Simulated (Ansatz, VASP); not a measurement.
## WC in VASP and in Ansatz

The input INCAR:

```
SYSTEM = WC
  PREC = Accurate
  ENCUT = 600
  EDIFF = 1E-6
  ISMEAR = -1
  SIGMA = 0.05
  LREAL = .False.
  LASPH = .True.
  NELM = 120
  ALGO = Normal
  ISIF = 2
  LWAVE = .False.
  LCHARG = .False.
  GGA = LIBXC
  LIBXC1 = GGA_X_B88
  LIBXC2 = GGA_C_PBE
  NBANDS = 16
  GGA_COMPAT = .False.
```

KPOINTS

```
Automatic mesh
0
Gamma
  10 10 9
  0 0 0
```

POSCAR

```
WC
1.0
    2.9257489053      0.0000000000      0.0000000000
   -1.4628744527      2.5337728771      0.0000000000
    0.0000000000      0.0000000000      2.8553859779
W C
1 1
Direct
    0.0000000000      0.0000000000      0.0000000000
    0.6666666667      0.3333333333      0.5000000000
```

File input.yaml:

```yaml
crystal:
  lattice:
    - [2.9257489053, 0.0, 0.0]
    - [-1.4628744527, 2.5337728771, 0.0]
    - [0.0, 0.0, 2.8553859779]
  atoms:
    - { symbol: W, position: [0.0, 0.0, 0.0] }
    - { symbol: C, position: [0.6666666667, 0.3333333333, 0.5] }
hamiltonian:
  xc: { exchange: b88, correlation: pbe }
  pseudopotentials: { kind: paw }
kpoints:
  mp_grid: { grid: [10, 10, 9] }
scf:
  occupations: { method: fermi_dirac, width: 0.05 }
output:
  forces: true
  stress: true
  eigenvalues: true
  write_density: true
  write_potential: true
  elf: true
  volumetric_format: npy
```

Alike in both runs: task single point; functional b88 exchange, pbe correlation; k mesh 10 × 10 × 9; occupations fermi-dirac, width 0.05 eV; no spin polarisation.

|  | VASP | Ansatz |
| --- | --- | --- |
| version | VASP 6.6.1 | Ansatz 0.2.0 |
| potentials or method | VASP PAW PBE potentials, release 64 (W_sv, C) | Ansatz PAW |
| plane-wave cutoff (eV) | 600 | 420 |
| valence electrons in the cell | 18 | 18 |

```tsv
	VASP	Ansatz	Ansatz less VASP
gap on the k mesh at the Fermi level (eV)	none	none	-
pressure (GPa)	-1.1	-2.0	-0.94
traceless stress, the component that is largest in VASP (GPa)	-1.29	-1.47	-0.179
```

VASP's potentials were made for PBE, not for b88 exchange, pbe correlation. A gap of «none» marks a metal or a gap that the smearing closes. The functional is the same, so the differences come from potentials, cutoffs and numerics.

Neither program's run includes spin-orbit coupling.
